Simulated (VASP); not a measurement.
# Nb (I4/mmm) in VASP: further runs, part 2 of 2

VASP 6.6.1. Earlier steps stand in the parts before.

## Step 3: Single point, r2SCAN (strain +0.050 along x and y, +0.025 along z)

File POSCAR:

```
Nb
1.0
    0.0000000000      2.2207500000      2.1678750000
    2.2207500000      0.0000000000      2.1678750000
    2.2207500000      2.2207500000      0.0000000000
Nb
1
Direct
    0.0000000000      0.0000000000      0.0000000000
```

File INCAR.step1:

```
PREC = Accurate
ENCUT = 520
ISMEAR = 0
SIGMA = 0.15
LREAL = False
LASPH = True
NELM = 60
NBANDS = 12
GGA = PE
ALGO = Normal
EDIFF = 1E-4
LWAVE = True
LCHARG = False
```

File INCAR.step2:

```
PREC = Accurate
ENCUT = 520
EDIFF = 1E-6
ISMEAR = 0
SIGMA = 0.15
LREAL = False
LASPH = True
NELM = 60
ALGO = Normal
ISIF = 2
LWAVE = False
LCHARG = False
METAGGA = R2SCAN
LMIXTAU = True
NBANDS = 12
ISTART = 1
```

File KPOINTS:

```
Automatic mesh
0
Gamma
  20 20 20
```

Potentials or basis: VASP PAW PBE potentials, release 64 (Nb_sv).

Run with:

```sh
$ cat potpaw_PBE.64/Nb_sv/POTCAR > POTCAR
$ cp INCAR.step1 INCAR
$ mpirun -np 1 vasp_std > vasp.out
$ cp INCAR.step2 INCAR
$ mpirun -np 1 vasp_std > vasp.out
```

OUTCAR:

```text
PREC = Accurate
   ENCUT = 520
   EDIFF = 1E-6
   ISMEAR = 0
   LREAL = False
   LASPH = True
   NELM = 60
   ISIF = 2
   METAGGA = R2SCAN
   ISTART = 1

 ion  position               nearest neighbor table
   1  0.000  0.000  0.000-

  LATTYP: Found a body centered tetragonal cell.
 ALAT       =     3.1406147686
 C/A-ratio  =     1.3805418109

  Lattice vectors:

 A1 = (   0.0000000000,  -2.2207500000,  -2.1678750000)
 A2 = (   0.0000000000,   2.2207500000,  -2.1678750000)
 A3 = (   2.2207500000,   0.0000000000,   2.1678750000)

Analysis of symmetry for initial positions (statically):
=====================================================================
 Subroutine PRICEL returns:
 Original cell was already a primitive cell.

 Routine SETGRP: Setting up the symmetry group for a
 body centered tetragonal supercell.

 Subroutine GETGRP returns: Found 16 space group operations
 (whereof 16 operations were pure point group operations)
 out of a pool of 16 trial point group operations.

The static configuration has the point symmetry D_4h.

Analysis of symmetry for dynamics (positions and initial velocities):
=====================================================================
 Subroutine PRICEL returns:
 Original cell was already a primitive cell.

 Routine SETGRP: Setting up the symmetry group for a
 body centered tetragonal supercell.

 Subroutine GETGRP returns: Found 16 space group operations
 (whereof 16 operations were pure point group operations)
 out of a pool of 16 trial point group operations.

The dynamic configuration has the point symmetry D_4h.

 Subroutine INISYM returns: Found 16 space group operations
 (whereof 16 operations are pure point group operations),
 and found     1 'primitive' translations

----------------------------------------------------------------------------------------

                                     Primitive cell

  volume of cell :      21.3828

  direct lattice vectors                    reciprocal lattice vectors
     0.000000000  2.220750000  2.167875000    -0.225149161  0.225149161  0.230640604
     2.220750000  0.000000000  2.167875000     0.225149161 -0.225149161  0.230640604
     2.220750000  2.220750000  0.000000000     0.225149161  0.225149161 -0.230640604

  length of vectors
     3.103451720  3.103451720  3.140614769     0.393165840  0.393165840  0.393165840

  position of ions in fractional coordinates (direct lattice)
     0.000000000  0.000000000  0.000000000

  ion indices of the primitive-cell ions
   primitive index   ion index
                 1           1

----------------------------------------------------------------------------------------

 KPOINTS: Automatic mesh

Automatic generation of k-mesh.
 Grid dimensions read from file:
 generate k-points for:   20   20   20

 Generating k-lattice:

  Cartesian coordinates                     Fractional coordinates (reciprocal lattice)
    -0.011257458  0.011257458  0.011532030     0.050000000  0.000000000  0.000000000
     0.011257458 -0.011257458  0.011532030     0.000000000  0.050000000  0.000000000
     0.011257458  0.011257458 -0.011532030     0.000000000  0.000000000  0.050000000

  Length of vectors
     0.019658292  0.019658292  0.019658292

  Shift w.r.t. Gamma in fractional coordinates (k-lattice)
     0.000000000  0.000000000  0.000000000

 Subroutine IBZKPT returns following result:
 ===========================================

 Found    641 irreducible k-points:

 Following reciprocal coordinates:
            Coordinates               Weight
  0.000000  0.000000  0.000000      1.000000
  0.050000 -0.000000  0.000000      8.000000
  0.100000 -0.000000  0.000000      8.000000
  0.150000  0.000000  0.000000      8.000000
  0.200000 -0.000000  0.000000      8.000000
  0.250000  0.000000  0.000000      8.000000
[... 16 lines left out ...]
 -0.400000  0.050000  0.000000      8.000000
 -0.350000  0.050000  0.000000      8.000000
 [... further k-points ...]
   k-points           NKPTS =    641   k-points in BZ     NKDIM =    641   number of bands    NBANDS=     12
   number of dos      NEDOS =    301   number of ions     NIONS =      1
   total plane-waves  NPLWV =  13824
   dimension x,y,z NGX =    24 NGY =   24 NGZ =   24
   dimension x,y,z NGXF=    48 NGYF=   48 NGZF=   48
   ions per type =               1
   NGX,Y,Z   is equivalent  to a cutoff of  12.86, 12.86, 12.70 a.u.
   NGXF,Y,Z  is equivalent  to a cutoff of  25.71, 25.71, 25.41 a.u.
 SYSTEM =  unknown system
   PREC   = accura    normal or accurate (medium, high low for compatibility)
   ISTART =      1    job   : 0-new  1-cont  2-samecut
   ICHARG =      0    charge: 1-file 2-atom 10-const
   ISPIN  =      1    spin polarized calculation?
   LNONCOLLINEAR =      F non collinear calculations
   LSORBIT =      F    spin-orbit coupling
   LASPH  =      T    aspherical Exc in radial PAW
   ENCUT  =  520.0 eV  38.22 Ry    6.18 a.u.   5.77  5.77  5.84*2*pi/ulx,y,z
   NELM   =     60;   NELMIN=  2; NELMDL=  0     # of ELM steps
   EDIFF  = 0.1E-05   stopping-criterion for ELM
   LREAL  =      F    real-space projection
   EDIFFG = 0.1E-04   stopping-criterion for IOM
   NSW    =      0    number of steps for IOM
   IBRION =     -1    ionic relax: 0-MD 1-quasi-New 2-CG
   NFREE  =      0    steps in history (QN), initial steepest desc. (CG)
   ISIF   =      2    stress and relaxation
   ISYM   =      2    0-nonsym 1-usesym 2-fastsym
   POTIM  = 0.5000    time-step for ionic-motion
   TEBEG  =    0.0;   TEEND  =   0.0 temperature during run
   PSTRESS=    0.0 pullay stress
   NELECT =      13.0000    total number of electrons
   NUPDOWN=      -1.0000    fix difference up-down
   EMIN   =  10.00;   EMAX   =-10.00  energy-range for DOS
   EFERMI =   0.00;   METHOD = LEGACY
   ISMEAR =     0;   SIGMA  =   0.15  broadening in eV -4-tet -1-fermi 0-gaus
   EFERMI_NEDOS =   21; number of points for ismear=-14 and -15
   IALGO  =     38    algorithm
   IMIX   =      4    mixing-type and parameters
     AMIX     =   0.40;   BMIX     =  1.00
     AMIX_MAG =   1.60;   BMIX_MAG =  1.00
  volume/ion in A,a.u.               =      21.38       144.30
  Fermi-wavevector in a.u.,A,eV,Ry     =   1.386867  2.620798 26.169440  1.923400
  Thomas-Fermi vector in A             =   2.511142
   LORBIT       =      0    0 simple, 1 ext, 2 COOP (PROOUT), +10 PAW based schemes
   METAGGA = R2SCAN    functional components
   LHFCALC =     F    Hartree Fock is set to
   AEXX    =    0.0000 exact exchange contribution
   IVDW    =     0    specifies the selected vdW correction
   LEPSILON=     F    determine dielectric tensor
   LRPA    =     F    only Hartree local field effects (RPA)
 non-spin polarized calculation
 Gauss-broadening in eV      SIGMA  =   0.15
  energy-cutoff  :      520.00
  volume of cell :       21.38
 maximum number of plane-waves:       592
   NGX = 11   NGY = 11   NGZ = 11

 number of electron      13.0000001 magnetization

 Free energy of the ion-electron system (eV)
  ---------------------------------------------------
  ext. energy  EPLUGINS =         0.00000000
  ---------------------------------------------------
  free energy    TOTEN  =       -24.35625912 eV

  energy without entropy =      -24.33913861  energy(sigma->0) =      -24.34769887

 E-fermi :   9.2378     XC(G=0): -12.6556

 val. band max:        9.2374032652   @ k =   0.5000   0.2500   0.0000
 cond. band min:       9.2392960277   @ k =  -0.0500   0.0000   0.0500
 fundamental gap:      0.0018927625
 Fermi energy:         9.2377749793

 k-point     1 :       0.0000    0.0000    0.0000
  band No.  band energies     occupation
      1     -47.5917      2.00000
      2     -22.4275      2.00000
      3     -22.4275      2.00000
      4     -22.4258      2.00000
      5       2.9795      2.00000
      6       9.3425      0.32362
      7       9.3425      0.32361
      8       9.6198      0.00032
      9      11.6382      0.00000
     10      11.9782      0.00000
     11      21.3296      0.00000
     12      25.7530      0.00000
[... 331 lines left out ...]
 k-point    24 :      -0.3500    0.0500    0.0000
  band No.  band energies     occupation
      1     -47.4883      2.00000
      2     -23.1157      2.00000
      3     -22.5297      2.00000
      4     -22.5253      2.00000
      5       5.6083      2.00000
      6       9.0160      1.96350
      7       9.4391      0.05771
      8       9.6111      0.00043
      9      12.5065      0.00000
     10      13.0739      0.00000
     11      19.8822      0.00000
     12      22.2745      0.00000

 [... further k-points ...]
[... 5 lines left out ...]
  --------------------------------------------------------------------------------------
  -------------------------------------------------------------------------------------
  Total       -2.2240255     -2.2240255     -2.7567527      0.0000000      0.0000000      0.0000000
  in kB     -166.6428833   -166.6428833   -206.5593299      0.0000000      0.0000000      0.0000000
  external PRESSURE =    -179.9483655 kB  Pullay stress =       0.0000000 kB

 VOLUME and BASIS-vectors are now :
 -----------------------------------------------------------------------------
  energy-cutoff  :      520.00
  volume of cell :       21.38
      direct lattice vectors                 reciprocal lattice vectors
     0.000000000  2.220750000  2.167875000    -0.225149161  0.225149161  0.230640604
     2.220750000  0.000000000  2.167875000     0.225149161 -0.225149161  0.230640604
     2.220750000  2.220750000  0.000000000     0.225149161  0.225149161 -0.230640604

 POSITION                                       TOTAL-FORCE (eV/Angst)
 -----------------------------------------------------------------------------------
      0.00000      0.00000      0.00000         0.000000      0.000000      0.000000
 -----------------------------------------------------------------------------------
    total drift:                                0.000000     -0.000000     -0.000000

  FREE ENERGIE OF THE ION-ELECTRON SYSTEM (eV)
  ---------------------------------------------------
  free  energy   TOTEN  =       -24.3562591241 eV

  energy  without entropy=      -24.3391386083  energy(sigma->0) =      -24.34769887
```

OUTCAR.step1:

```text
PREC = Accurate
   ENCUT = 520
   ISMEAR = 0
   LREAL = False
   LASPH = True
   NELM = 60
[... 575 lines left out ...]

 POSITION                                       TOTAL-FORCE (eV/Angst)
 -----------------------------------------------------------------------------------
      0.00000      0.00000      0.00000         0.000000      0.000000      0.000000
 -----------------------------------------------------------------------------------
    total drift:                               -0.000000      0.000000      0.000000

  FREE ENERGIE OF THE ION-ELECTRON SYSTEM (eV)
  ---------------------------------------------------
  free  energy   TOTEN  =        -9.7516987295 eV

  energy  without entropy=       -9.7326371444  energy(sigma->0) =       -9.74216794
```

Run time: 23 min. Hardware: 1 thread of AMD EPYC 7R13, shared host; peak memory 0.24 GiB.

Results:

```yaml
Free_energy: -24.3563 eV
Pressure: -18.0 GPa
```

Caveat: the cell differs from its parent crystal (strain +0.050 along x and y, +0.025 along z); the PAW data sets were made with another functional, which shifts forces and pressure a little.
